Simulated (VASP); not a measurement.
**B: single point with PBE**

B:

```xyz
2
Lattice="3.7471 -0.0943 -0.0266 -0.0943 3.7767 -0.0599 -0.0266 -0.0599 3.6602" Properties=species:S:1:pos:R:3 pbc="T T T"
B     2.7627    3.1351    2.6471
B     1.7990    2.2377    3.4554
```

```
Program                : VASP 6.6.1
Task                   : single point
Functional             : PBE
Potentials or basis    : VASP PAW PBE potentials, release 64 (B)
Cutoff                 : 500 eV
k mesh                 : 1 × 1 × 2, shifted
Occupations            : fermi-dirac, width 0.15 eV
Spin                   : collinear spin, ferromagnetic start
Starting moments       : [1.0, 1.0] μB
Dipole correction      : no
Further INCAR settings : ALGO = Normal; EDIFF = 1e-06; NBANDS = 14
```

| Item | Value |
| --- | --- |
| Pressure | -0.7 GPa |
| Largest force | 2.550 eV/Å |
| Band gap on the k mesh | 1.31 eV |
| Net moment | 2.00 μB per cell |
| Site moments | B +0.58 μB |
| Valence electrons inside the program's atomic spheres | B 1.61 |

Forces in eV/Å, atoms in the order of the input:
```
B    1.272  0.964 -1.989
B   -1.272 -0.964  1.989
```

Stress tensor (GPa, compression positive):
```
-3.94  0.15 -4.58
 0.15 -2.58 -3.71
-4.58 -3.71  4.39
```

Levels at points of the mesh, in eV from the valence-band top:
Spin up:
```
           k point  band 1  band 2  band 3  band 4  band 5  band 6  band 7  band 8
(0.00, 0.00, 0.25)   -8.64   -1.64   -0.72    0.00    1.31    3.47    5.23    9.23
```
Spin down:
| k point | band 1 | band 2 | band 3 | band 4 | band 5 | band 6 |
| --- | --- | --- | --- | --- | --- | --- |
| (0.00, 0.00, 0.25) | -7.49 | -0.76 | 1.71 | 1.85 | 2.76 | 4.75 |

Wall time 6.5 s on 1 thread of Intel(R) Xeon(R) Platinum 8375C CPU @ 2.90GHz (Ice Lake) (shared host), peak memory 0.15 GiB.

Caveat: the k points lie up to 1.68 Å⁻¹ apart; forces of over 1 eV/Å act on the atoms, so gaps and moduli don't describe the material at rest. A k mesh can miss the band edges.
